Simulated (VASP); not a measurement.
# Si3C4 (P-43m) in VASP: further runs, part 2 of 3

VASP 6.6.1.

## (4) Single point, PBE

This run uses another cell than the first one, of 12.31 Å³/atom, 0.997 times its volume.

INCAR reads:

```
SYSTEM = Si3C4
ALGO = Normal ; EDIFF = 1E-6
ENCUT = 520 ; GGA = PE
ISIF = 2 ; ISMEAR = 0
LASPH = .True. ; LCHARG = .False.
LREAL = .False. ; LWAVE = .False.
NBANDS = 23 ; NELM = 60
PREC = Accurate ; SIGMA = 0.1
```

KPOINTS reads:

```
k-points
0
Gamma
  8 8 8
  0 0 0
```

POSCAR reads:

```
Si3C4
1.0
    4.4169197786      0.0000000000      0.0000000000
    0.0000000000      4.4169197786      0.0000000000
    0.0000000000      0.0000000000      4.4169197786
Si C
3 4
Direct
    0.0000000000      0.0000000000      0.5000000000
    0.5000000000      0.0000000000      0.0000000000
    0.0000000000      0.5000000000      0.0000000000
    0.7730766994      0.7730766994      0.7730766994
    0.2269233006      0.2269233006      0.7730766994
    0.2269233006      0.7730766994      0.2269233006
    0.7730766994      0.2269233006      0.2269233006
```

Potentials or basis: VASP PAW PBE potentials, release 64 (Si, C).

Launch:

```console
cat potpaw_PBE.64/Si/POTCAR potpaw_PBE.64/C/POTCAR > POTCAR
mpirun -np 1 vasp_std > vasp.out
```

OUTCAR:

```text
SYSTEM = Si3C4
   EDIFF = 1E-6
   ENCUT = 520
   GGA = PE
   ISIF = 2
   ISMEAR = 0
   LASPH = .True.
   LREAL = .False.
   NELM = 60
   PREC = Accurate

 ion  position               nearest neighbor table
   1  0.000  0.000  0.500-   4 1.86   5 1.86   6 1.86   7 1.86   2 3.12   3 3.12   2 3.12   3 3.12
                             3 3.12   3 3.12   2 3.12   2 3.12
   2  0.500  0.000  0.000-   4 1.86   5 1.86   6 1.86   7 1.86   1 3.12   3 3.12   1 3.12   3 3.12
                             1 3.12   3 3.12   1 3.12   3 3.12
   3  0.000  0.500  0.000-   4 1.86   5 1.86   6 1.86   7 1.86   1 3.12   2 3.12   1 3.12   1 3.12
                             2 3.12   1 3.12   2 3.12   2 3.12
   4  0.773  0.773  0.773-   1 1.86   2 1.86   3 1.86
   5  0.227  0.227  0.773-   1 1.86   2 1.86   3 1.86
   6  0.227  0.773  0.227-   1 1.86   2 1.86   3 1.86
   7  0.773  0.227  0.227-   1 1.86   2 1.86   3 1.86

  LATTYP: Found a simple cubic cell.
 ALAT       =     4.4169197786

  Lattice vectors:

 A1 = (   4.4169197786,   0.0000000000,   0.0000000000)
 A2 = (   0.0000000000,   4.4169197786,   0.0000000000)
 A3 = (   0.0000000000,   0.0000000000,   4.4169197786)

Analysis of symmetry for initial positions (statically):
=====================================================================
 Subroutine PRICEL returns:
 Original cell was already a primitive cell.

 Routine SETGRP: Setting up the symmetry group for a
 simple cubic supercell.

 Subroutine GETGRP returns: Found 24 space group operations
 (whereof 24 operations were pure point group operations)
 out of a pool of 48 trial point group operations.

The static configuration has the point symmetry T_d .

Analysis of symmetry for dynamics (positions and initial velocities):
=====================================================================
 Subroutine PRICEL returns:
 Original cell was already a primitive cell.

[... 139 lines left out ...]
  Fermi-wavevector in a.u.,A,eV,Ry     =   1.125489  2.126866 17.234853  1.266726
  Thomas-Fermi vector in A             =   2.262166
   LORBIT       =      0    0 simple, 1 ext, 2 COOP (PROOUT), +10 PAW based schemes
   GGA     = PE    functional components
   LHFCALC =     F    Hartree Fock is set to
   AEXX    =    0.0000 exact exchange contribution
   IVDW    =     0    specifies the selected vdW correction
   LEPSILON=     F    determine dielectric tensor
   LRPA    =     F    only Hartree local field effects (RPA)
 non-spin polarized calculation
 Gauss-broadening in eV      SIGMA  =   0.10
  energy-cutoff  :      520.00
  volume of cell :       86.17
 maximum number of plane-waves:      2360
 NGX is ok and might be reduce to    36
   NGX = 17   NGY = 17   NGZ = 17

 number of electron      27.9999999 magnetization

 Free energy of the ion-electron system (eV)
  ---------------------------------------------------
  ext. energy  EPLUGINS =         0.00000000
  ---------------------------------------------------
  free energy    TOTEN  =       -48.06215199 eV

  energy without entropy =      -48.04931575  energy(sigma->0) =      -48.05573387

 E-fermi :   5.9397     XC(G=0): -10.2941

 val. band max:        5.9364618231   @ k =   0.5000   0.5000   0.2500
 cond. band min:       5.9527417540   @ k =   0.5000   0.2500   0.1250
 fundamental gap:      0.0162799309
 Fermi energy:         5.9396673939

 k-point     1 :       0.0000    0.0000    0.0000
  band No.  band energies     occupation
      1      -9.4709      2.00000
      2      -4.7520      2.00000
      3      -4.7520      2.00000
      4      -4.7520      2.00000
      5      -2.5039      2.00000
      6      -2.5039      2.00000
[... 613 lines left out ...]
     22      13.4816      0.00000
     23      14.2991      0.00000

 [... further k-points ...]

------------------------ aborting loop because EDIFF is reached ----------------------------------------

  FORCE on cell =-STRESS in cart. coord.  units (eV):
  Direction    XX          YY          ZZ          XY          YZ          ZX
  --------------------------------------------------------------------------------------
  -------------------------------------------------------------------------------------
  Total       -0.0568810     -0.0568810     -0.0568810      0.0000000      0.0000000     -0.0000000
  in kB       -1.0575956     -1.0575956     -1.0575956      0.0000000      0.0000000     -0.0000000
  external PRESSURE =      -1.0575956 kB  Pullay stress =       0.0000000 kB

 VOLUME and BASIS-vectors are now :
 -----------------------------------------------------------------------------
  energy-cutoff  :      520.00
  volume of cell :       86.17
      direct lattice vectors                 reciprocal lattice vectors
     4.416919779  0.000000000  0.000000000     0.226402120  0.000000000  0.000000000
     0.000000000  4.416919779  0.000000000     0.000000000  0.226402120  0.000000000
     0.000000000  0.000000000  4.416919779     0.000000000  0.000000000  0.226402120

 POSITION                                       TOTAL-FORCE (eV/Angst)
 -----------------------------------------------------------------------------------
      0.00000      0.00000      2.20846        -0.000000      0.000000     -0.000000
      2.20846      0.00000      0.00000        -0.000000      0.000000     -0.000000
      0.00000      2.20846      0.00000        -0.000000      0.000000     -0.000000
      3.41462      3.41462      3.41462         0.001099      0.001099      0.001099
      1.00230      1.00230      3.41462        -0.001099     -0.001099      0.001099
      1.00230      3.41462      1.00230        -0.001099      0.001099     -0.001099
      3.41462      1.00230      1.00230         0.001099     -0.001099     -0.001099
 -----------------------------------------------------------------------------------
    total drift:                               -0.000000     -0.000000      0.000000

  FREE ENERGIE OF THE ION-ELECTRON SYSTEM (eV)
  ---------------------------------------------------
  free  energy   TOTEN  =       -48.0621519927 eV

  energy  without entropy=      -48.0493157486  energy(sigma->0) =      -48.05573387
```

OSZICAR:

```text
N       E                     dE             d eps       ncg     rms          rms(c)
DAV:   1     0.726855963466E+02    0.72686E+02   -0.12820E+04  1610   0.108E+03
DAV:   2    -0.454993847176E+02   -0.11818E+03   -0.11342E+03  2100   0.193E+02
DAV:   3    -0.519959128322E+02   -0.64965E+01   -0.64404E+01  2072   0.424E+01
DAV:   4    -0.521140554614E+02   -0.11814E+00   -0.11802E+00  2097   0.657E+00
DAV:   5    -0.521166716992E+02   -0.26162E-02   -0.26159E-02  2109   0.956E-01    0.146E+01
DAV:   6    -0.483825225911E+02    0.37341E+01   -0.82864E+00  1988   0.128E+01    0.720E+00
DAV:   7    -0.480871959987E+02    0.29533E+00   -0.15022E+00  2072   0.567E+00    0.271E+00
DAV:   8    -0.480621371448E+02    0.25059E-01   -0.10684E-01  2016   0.163E+00    0.458E-01
DAV:   9    -0.480618154846E+02    0.32166E-03   -0.10870E-02  2079   0.557E-01    0.154E-01
DAV:  10    -0.480621014433E+02   -0.28596E-03   -0.92768E-04  2071   0.165E-01    0.691E-02
DAV:  11    -0.480621459550E+02   -0.44512E-04   -0.15617E-04  2023   0.684E-02    0.253E-02
DAV:  12    -0.480621507717E+02   -0.48166E-05   -0.75271E-06  2076   0.172E-02    0.593E-03
DAV:  13    -0.480621518845E+02   -0.11129E-05   -0.23671E-06  1824   0.890E-03    0.243E-03
DAV:  14    -0.480621519927E+02   -0.10816E-06   -0.10658E-07  1372   0.187E-03
   1 F= -.48062152E+02 E0= -.48055734E+02  d E =-.128362E-01
```

Run time: 59 s. Hardware: 1 thread of Intel Xeon Platinum 8259CL at 2.50GHz (Skylake/Cascade Lake), shared host; peak memory 0.22 GiB.

What came out:

* Free energy: -48.0622 eV
* Pressure: -0.1 GPa
* Band gap on the k mesh: zero (band 14 reaches 6.49 eV, above the bottom of band 15 at 5.93 eV)

Levels at points of the mesh, in eV from the Fermi level:
```csv
k point,band 11,band 12,band 13,band 14,band 15,band 16,band 17,band 18
"(0.00, 0.00, 0.00)",-2.98,-2.98,-2.98,0.41,0.41,0.41,2.63,2.63
"(0.50, 0.00, 0.00)",-2.80,-2.80,-2.35,-1.64,0.25,0.25,3.87,5.40
"(0.50, 0.50, 0.00)",-2.85,-2.83,-1.68,-0.94,0.27,0.27,4.89,4.89
"(0.50, 0.50, 0.50)",-1.92,-1.92,-1.92,0.55,0.55,0.55,5.04,5.04
```

## (5) Relaxation of cell and atoms, PBE

This run uses another cell than the first one, of 14.72 Å³/atom, 1.192 times its volume.

INCAR reads:

```
SYSTEM = Si3C4
  ALGO = Normal
  EDIFF = 1E-6
  EDIFFG = -0.04
  ENCUT = 600
  GGA = PE
  IBRION = 2
  ISIF = 3
  ISMEAR = 0
  LASPH = .True.
  LCHARG = .False.
  LREAL = .False.
  LWAVE = .False.
  NELM = 60
  NSW = 90
  PREC = Accurate
  SIGMA = 0.1
```

KPOINTS reads:

```
k-points
0
Gamma
  4 4 4
  0 0 0
```

POSCAR reads:

```
Si3C4
1.0
    4.6881021300      0.0000000000      0.0000000000
    0.0000000000      4.6881021300      0.0000000000
    0.0000000000      0.0000000000      4.6881021300
Si C
3 4
Direct
    0.0000000000      0.0000000000      0.5000000000
    0.5000000000      0.0000000000      0.0000000000
    0.0000000000      0.5000000000      0.0000000000
    0.7206873300      0.7206873300      0.7206873300
    0.2793126700      0.2793126700      0.7206873300
    0.2793126700      0.7206873300      0.2793126700
    0.7206873300      0.2793126700      0.2793126700
```

Potentials or basis: VASP PAW PBE potentials, release 64 (Si, C).

Launch:

```console
cat potpaw_PBE.64/Si/POTCAR potpaw_PBE.64/C/POTCAR > POTCAR
mpirun -np 1 vasp_std > vasp.out
```

OUTCAR:

```text
SYSTEM = Si3C4
   EDIFF = 1E-6
   EDIFFG = -0.04
   ENCUT = 600
   GGA = PE
   IBRION = 2
   ISIF = 3
   ISMEAR = 0
   LASPH = .True.
   LREAL = .False.
   NELM = 60
   NSW = 90
   PREC = Accurate

 ion  position               nearest neighbor table
   1  0.000  0.000  0.500-   4 2.12   5 2.12   6 2.12   7 2.12
   2  0.500  0.000  0.000-   4 2.12   5 2.12   6 2.12   7 2.12
   3  0.000  0.500  0.000-   4 2.12   5 2.12   6 2.12   7 2.12
   4  0.721  0.721  0.721-   1 2.12   2 2.12   3 2.12
   5  0.279  0.279  0.721-   1 2.12   2 2.12   3 2.12
   6  0.279  0.721  0.279-   1 2.12   2 2.12   3 2.12
   7  0.721  0.279  0.279-   1 2.12   2 2.12   3 2.12

  LATTYP: Found a simple cubic cell.
 ALAT       =     4.6881021300

  Lattice vectors:

 A1 = (   4.6881021300,   0.0000000000,   0.0000000000)
 A2 = (   0.0000000000,   4.6881021300,   0.0000000000)
 A3 = (   0.0000000000,   0.0000000000,   4.6881021300)

Analysis of symmetry for initial positions (statically):
=====================================================================
 Subroutine PRICEL returns:
 Original cell was already a primitive cell.

 Routine SETGRP: Setting up the symmetry group for a
 simple cubic supercell.

 Subroutine GETGRP returns: Found 24 space group operations
 (whereof 24 operations were pure point group operations)
 out of a pool of 48 trial point group operations.

The static configuration has the point symmetry T_d .

Analysis of symmetry for dynamics (positions and initial velocities):
=====================================================================
 Subroutine PRICEL returns:
 Original cell was already a primitive cell.

 Routine SETGRP: Setting up the symmetry group for a
 simple cubic supercell.

 Subroutine GETGRP returns: Found 24 space group operations
 (whereof 24 operations were pure point group operations)
 out of a pool of 48 trial point group operations.

The dynamic configuration has the point symmetry T_d .

 Subroutine INISYM returns: Found 24 space group operations
 (whereof 24 operations are pure point group operations),
 and found     1 'primitive' translations

[... 105 lines left out ...]
   EFERMI_NEDOS =   21; number of points for ismear=-14 and -15
   IALGO  =     38    algorithm
   IMIX   =      4    mixing-type and parameters
     AMIX     =   0.40;   BMIX     =  1.00
     AMIX_MAG =   1.60;   BMIX_MAG =  1.00
  volume/ion in A,a.u.               =      14.72        99.33
  Fermi-wavevector in a.u.,A,eV,Ry     =   1.060385  2.003838 15.298627  1.124417
  Thomas-Fermi vector in A             =   2.195765
   LORBIT       =      0    0 simple, 1 ext, 2 COOP (PROOUT), +10 PAW based schemes
   GGA     = PE    functional components
   LHFCALC =     F    Hartree Fock is set to
   AEXX    =    0.0000 exact exchange contribution
   IVDW    =     0    specifies the selected vdW correction
   LEPSILON=     F    determine dielectric tensor
   LRPA    =     F    only Hartree local field effects (RPA)
 conjugate gradient relaxation of ions
 non-spin polarized calculation
 Gauss-broadening in eV      SIGMA  =   0.10
  energy-cutoff  :      600.00
  volume of cell :      103.04
 maximum number of plane-waves:      3468
 NGX is ok and might be reduce to    40
   NGX = 19   NGY = 19   NGZ = 19

--------------------------------------- Ionic step        1  -------------------------------------------

 number of electron      28.0000001 magnetization

 Free energy of the ion-electron system (eV)
  ---------------------------------------------------
  ext. energy  EPLUGINS =         0.00000000
  ---------------------------------------------------
  free energy    TOTEN  =       -42.09485754 eV

  energy without entropy =      -42.08018683  energy(sigma->0) =      -42.08752219

 E-fermi :   3.8659     XC(G=0):  -9.8742

 val. band max:        3.7970126721   @ k =   0.2500   0.0000   0.0000
 cond. band min:       3.8959049985   @ k =   0.5000   0.0000   0.0000
 fundamental gap:      0.0988923265
 Fermi energy:         3.8658850174

 k-point     1 :       0.0000    0.0000    0.0000
  band No.  band energies     occupation
      1      -8.9527      2.00000
      2      -5.1984      2.00000
      3      -5.1984      2.00000
      4      -5.1984      2.00000
      5      -2.7525      2.00000
      6      -2.7525      2.00000
[... 315 lines left out ...]
  FREE ENERGIE OF THE ION-ELECTRON SYSTEM (eV)
  ---------------------------------------------------
  free  energy   TOTEN  =       -46.7947242879 eV

  energy  without entropy=      -46.7761783828  energy(sigma->0) =      -46.78545134

[... ionic steps 4 to 8 ...]

--------------------------------------- Ionic step        9  -------------------------------------------

 number of electron      27.9999998 magnetization

------------------------ aborting loop because EDIFF is reached ----------------------------------------
[... 77 lines left out ...]
--------------------------------------- Ionic step       11  -------------------------------------------

 number of electron      27.9999999 magnetization

 Free energy of the ion-electron system (eV)
  ---------------------------------------------------
  ext. energy  EPLUGINS =         0.00000000
  ---------------------------------------------------
  free energy    TOTEN  =       -48.05393861 eV

  energy without entropy =      -48.03389532  energy(sigma->0) =      -48.04391697

 E-fermi :   5.9434     XC(G=0): -10.2859

 val. band max:        5.9425332151   @ k =   0.5000   0.5000   0.2500
 cond. band min:       5.9777625781   @ k =   0.5000   0.2500   0.0000
 fundamental gap:      0.0352293630
 Fermi energy:         5.9434475048

 k-point     1 :       0.0000    0.0000    0.0000
  band No.  band energies     occupation
      1      -9.4818      2.00000
      2      -4.7588      2.00000
      3      -4.7588      2.00000
      4      -4.7588      2.00000
      5      -2.5146      2.00000
      6      -2.5146      2.00000
[... 233 lines left out ...]
  FREE ENERGIE OF THE ION-ELECTRON SYSTEM (eV)
  ---------------------------------------------------
  free  energy   TOTEN  =       -48.0539386123 eV

  energy  without entropy=      -48.0338953239  energy(sigma->0) =      -48.04391697

 reached required accuracy - stopping structural energy minimisation
```

OSZICAR:

```text
N       E                     dE             d eps       ncg     rms          rms(c)
DAV:   1     0.870541194954E+02    0.87054E+02   -0.13276E+04   360   0.150E+03
DAV:   2    -0.363112012495E+02   -0.12337E+03   -0.12160E+03   500   0.215E+02
DAV:   3    -0.437639237064E+02   -0.74527E+01   -0.73961E+01   470   0.529E+01
[... 97 lines left out ...]
DAV:   1    -0.480540168424E+02   -0.78050E-03   -0.11020E-01   364   0.252E+00    0.824E-02
DAV:   2    -0.480539731335E+02    0.43709E-04   -0.11212E-03   440   0.242E-01    0.433E-02
DAV:   3    -0.480539360183E+02    0.37115E-04   -0.18462E-04   368   0.920E-02    0.147E-02
DAV:   4    -0.480539385255E+02   -0.25072E-05   -0.35150E-05   380   0.355E-02    0.103E-02
DAV:   5    -0.480539386123E+02   -0.86843E-07   -0.98980E-07   198   0.671E-03
  11 F= -.48053939E+02 E0= -.48043917E+02  d E =-.702862E-03
```

CONTCAR:

```text
Si3C4
   1.00000000000000
     4.4179719650088494   -0.0000000000000000   -0.0000000000000000
     0.0000000000000000    4.4179719650088494    0.0000000000000000
     0.0000000000000000   -0.0000000000000000    4.4179719650088494
  Si              C
     3     4
Direct
     0.0000000000000000    0.0000000000000000    0.5000000000000000
     0.5000000000000000    0.0000000000000000    0.0000000000000000
     0.0000000000000000    0.5000000000000000    0.0000000000000000
     0.7737242015892006    0.7737242015892006    0.7737242015892006
     0.2262757984107993    0.2262757984107994    0.7737242015892006
     0.2262757984107993    0.7737242015892006    0.2262757984107993
     0.7737242015892006    0.2262757984107994    0.2262757984107994

  0.00000000E+00  0.00000000E+00  0.00000000E+00
  0.00000000E+00  0.00000000E+00  0.00000000E+00
  0.00000000E+00  0.00000000E+00  0.00000000E+00
  0.00000000E+00  0.00000000E+00  0.00000000E+00
  0.00000000E+00  0.00000000E+00  0.00000000E+00
  0.00000000E+00  0.00000000E+00  0.00000000E+00
  0.00000000E+00  0.00000000E+00  0.00000000E+00
```

Run time: 2.4 min. Hardware: 1 thread of Intel Xeon Platinum 8259CL at 2.50GHz (Skylake/Cascade Lake), shared host; peak memory 0.24 GiB.

Results:

```
Free energy                            : -48.0539 eV
Relaxed volume                         : 12.32 Å³/atom
Relaxed cell                           : a = 4.418 Å, b = 4.418 Å, c = 4.418 Å, α = 90.00°, β = 90.00°, γ = 90.00°
Space group after relaxing (to 0.05 Å) : P-43m (No. 215)
Energy gained by relaxing              : 851.3 meV/atom
Ionic steps                            : 11
Pressure after relaxing                : 0.0 GPa
Largest force after relaxing           : 0.034 eV/Å
Band gap on the k mesh                 : zero (band 14 reaches 6.48 eV, above the bottom of band 15 at 5.98 eV)
```

Forces on the atoms (eV/Å):
```
Si   0.000  0.000  0.000
Si   0.000  0.000  0.000
Si   0.000  0.000  0.000
C   -0.020 -0.020 -0.020
C    0.020  0.020 -0.020
C    0.020 -0.020  0.020
C   -0.020  0.020  0.020
```

Step by step:
| step | energy change (eV) | largest force (eV/Å) | pressure (GPa) | volume (Å³) |
| --- | --- | --- | --- | --- |
| 1 | 0.0000 | 3.9383 | -29.78 | 103.04 |
| 2 | -3.7392 | 0.0795 | 41.65 | 67.39 |
| 3 | -4.6999 | 1.7880 | 4.97 | 75.95 |
| 4 | -4.7018 | 1.6980 | 6.58 | 75.44 |
| 5 | -5.3451 | 1.2002 | 6.61 | 78.21 |
| 6 | -5.9103 | 0.0071 | 5.18 | 83.05 |
| 7 | -5.9260 | 0.2762 | 4.69 | 84.16 |
| 8 | -5.8568 | 0.2857 | -7.41 | 90.48 |
| 9 | -5.9584 | 0.0608 | -0.10 | 86.38 |
| 10 | -5.9584 | 0.0647 | 0.00 | 86.34 |
| 11 | -5.9591 | 0.0341 | 0.01 | 86.23 |

Final structure:
```cif
data_structure
_symmetry_space_group_name_H-M 'P 1'
_symmetry_Int_Tables_number 1
_cell_length_a 4.4180
_cell_length_b 4.4180
_cell_length_c 4.4180
_cell_angle_alpha 90.000
_cell_angle_beta 90.000
_cell_angle_gamma 90.000
_cell_volume 86.23
loop_
_atom_site_label
_atom_site_type_symbol
_atom_site_fract_x
_atom_site_fract_y
_atom_site_fract_z
_atom_site_occupancy
Si1 Si 0.00000 0.00000 0.50000 1
Si2 Si 0.50000 0.00000 0.00000 1
Si3 Si 0.00000 0.50000 0.00000 1
C1 C 0.77372 0.77372 0.77372 1
C2 C 0.22628 0.22628 0.77372 1
C3 C 0.22628 0.77372 0.22628 1
C4 C 0.77372 0.22628 0.22628 1
```

Levels at points of the mesh, in eV from the Fermi level:
| k point | band 12 | band 13 | band 14 | band 15 | band 16 | band 17 |
| --- | --- | --- | --- | --- | --- | --- |
| (0.00, 0.00, 0.00) | -3.00 | -3.00 | 0.40 | 0.40 | 0.40 | 2.63 |
| (0.50, 0.00, 0.00) | -2.81 | -2.36 | -1.63 | 0.26 | 0.26 | 3.86 |
| (0.50, 0.50, 0.00) | -2.86 | -1.69 | -0.92 | 0.27 | 0.27 | 4.87 |
| (0.50, 0.50, 0.50) | -1.93 | -1.93 | 0.54 | 0.54 | 0.54 | 5.02 |

Caveat: the volume moved by over 15 % at a fixed basis, so the end points are rough.

(Continued in part 3 of 3.)
